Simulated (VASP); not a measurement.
Here is a VASP 6.6.1 calculation.

File INCAR:

```
PREC = Accurate ; ENCUT = 520
EDIFF = 1E-6 ; ISMEAR = -1
SIGMA = 0.05 ; LREAL = F
LASPH = T ; NELM = 120
ALGO = Normal ; ISIF = 2
LWAVE = F ; LCHARG = F
GGA = PS ; NBANDS = 62
NELECT = 88.0 ; GGA_COMPAT = F
```

KPOINTS

```
Automatic mesh
0
Gamma
  2 2 2
```

File POSCAR:

```
CsMgAsH11O10
1.0
    0.0000000000      5.1820590000      5.1820590000
    5.1820590000      0.0000000000      5.1820590000
    5.1820590000      5.1820590000      0.0000000000
Cs Mg H As O
1 1 11 1 10
Direct
    0.7186911612      0.6918099543      0.7817548970
   -0.0246813091      0.0315511653     -0.0055383391
    0.8700113218      0.2250746277      0.3231630516
    0.9426947860      0.2565582522      0.6182291633
    0.2128980006      0.9995158295      0.5906821979
    0.2083148802      0.6316215234      0.1647028720
    0.6469339697      0.1892394510      0.2872892802
    0.3338441342      0.8373312616      0.1637958966
    0.2156864675      0.7446267980      0.6880276739
    0.8333463590      0.6804341672      0.1789153694
    0.2860156552      0.2131102714      0.7263039653
    0.2411686166      0.2685708519      0.9428974082
    0.5279465170      0.9044184947      0.2404160200
    0.2711470479      0.2859481144      0.2308155889
    0.8002224598      0.1679255292      0.2895760160
    0.8909778912      0.2833815671      0.7538509307
    0.1895868032      0.8843685493      0.7284459710
    0.2648754096      0.7553368265      0.1240047634
    0.7294108384      0.8431494122      0.2162171446
    0.2344145445      0.1753646572      0.8762829601
    0.4445144295      0.3110925599      0.3001123685
    0.9885259894      0.4127702907      0.3231919976
    0.3160519786      0.4064986524      0.9477506914
    0.3299074750      1.0146353023      0.3011930200
```

Potentials or basis: VASP PAW PBE potentials, release 64 (Cs_sv, Mg, H, As, O).

The run is started by

```bash
$ cat potpaw_PBE.64/Cs_sv/POTCAR potpaw_PBE.64/Mg/POTCAR potpaw_PBE.64/H/POTCAR potpaw_PBE.64/As/POTCAR potpaw_PBE.64/O/POTCAR > POTCAR
$ mpirun -np 1 vasp_std > vasp.out
```

Q: What does it give for the largest force?

A: 5.348 eV/Å.

Forces on the atoms (eV/Å):
```
Cs  -0.209 -0.267  0.016
Mg   0.517  0.998  0.091
H    0.926 -0.344  0.379
H   -0.328 -1.145  0.194
H   -0.828 -1.449  1.439
H    1.425  1.623  1.758
H    1.763  0.010  0.542
H   -1.398 -1.584 -3.689
H    3.386  0.818  2.119
H    3.599 -0.326  0.651
H   -2.516 -2.666  2.854
H   -0.658 -0.553  1.305
H    0.330  1.426  1.509
As   0.184 -2.786  2.497
O   -3.370  1.337  0.115
O    1.189  0.706 -0.603
O   -2.528  1.691 -4.399
O    1.506 -0.922  1.854
O   -3.734 -0.060 -0.602
O    2.210  2.661 -3.983
O    0.758 -0.698 -1.259
O   -0.035  0.419 -0.282
O    0.441  0.532  0.359
O   -2.631  0.579 -2.864
```

Caveat: the k points lie up to 0.53 Å⁻¹ apart; the cell carries a net charge on a neutralising background, which shifts energy and pressure; the atoms stand as in a frame of molecular dynamics; the PAW data sets were made with another functional, which shifts forces and pressure a little.
